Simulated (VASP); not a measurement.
**Be: single point with r2SCAN**

Be:

```
CELL_PARAMETERS angstrom
0.00000 1.60053 1.60053
1.60053 0.00000 1.60053
1.60053 1.60053 0.00000
ATOMIC_POSITIONS crystal
Be 0.00000 0.00000 0.00000
```

This isn't the form of Be at room conditions, which is hcp.

- Program: VASP 6.6.1
- Task: single point
- Functional: r2SCAN
- Potentials or basis: VASP PAW PBE potentials, release 64 (Be)
- Cutoff: 520 eV
- k mesh: 19 × 19 × 19
- Occupations: fermi-dirac, width 0.1 eV
- Spin: no spin polarisation
- Dipole correction: no
- Further INCAR settings: ALGO = Normal; EDIFF = 1e-06; NBANDS = 7

- Pressure: -4.3 GPa
- Band gap on the k mesh: zero (bands 1 and 2 overlap by 0.85 eV)

Levels at points of the mesh, in eV from the Fermi level:
| k point | band 1 | band 2 | band 3 | band 4 | band 5 |
| --- | --- | --- | --- | --- | --- |
| (0.00, 0.00, 0.00) | -12.40 | 20.59 | 20.59 | 20.59 | 29.92 |

It took 74 s on 1 thread of AMD EPYC 7R13, with other jobs on the host, peak memory 0.09 GiB.

Caveat: the cell stands under tension; the PAW data sets were made with another functional, which shifts forces and pressure a little.
